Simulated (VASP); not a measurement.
Input of a VASP 6.6.1 run:

INCAR

```
SYSTEM = Se
  PREC = Accurate
  ENCUT = 520
  EDIFF = 1E-6
  ISMEAR = 0
  SIGMA = 0.1
  LREAL = .FALSE.
  LASPH = .TRUE.
  NELM = 100
  ALGO = Normal
  ISIF = 2
  LWAVE = .FALSE.
  LCHARG = .TRUE.
  GGA = PS
  LELF = .TRUE.
  LVHAR = .TRUE.
  NBANDS = 34
```

File KPOINTS:

```
Automatic mesh
0
G
  4 4 4
  0 0 0
```

The input POSCAR:

```
Se
1.0
    5.9801658726      0.0000000000      0.0000000000
    0.0000000000      5.9801658726      0.0000000000
    0.0000000000      0.0000000000      5.9801658726
Se
8
Direct
    0.5000000000      0.5000000000      0.5000000000
    0.0000000000      0.0000000000      0.0000000000
    0.2500000000      0.0000000000      0.5000000000
    0.5000000000      0.2500000000      0.0000000000
    0.5000000000      0.7500000000      0.0000000000
    0.7500000000      0.0000000000      0.5000000000
    0.0000000000      0.5000000000      0.7500000000
    0.0000000000      0.5000000000      0.2500000000
```

Potentials or basis: VASP PAW PBE potentials, release 64 (Se).

The run is started by

```bash
$ cat potpaw_PBE.64/Se/POTCAR > POTCAR
$ mpirun -np 1 vasp_std > vasp.out
```

Task: Predict the band gap on the k mesh.

Result: Zero (band 24 reaches 2.48 eV, above the bottom of band 25 at 1.84 eV).

Task: Estimate the pressure.

Result: -11.9 GPa.

Caveat: the PAW data sets were made with another functional, which shifts forces and pressure a little.
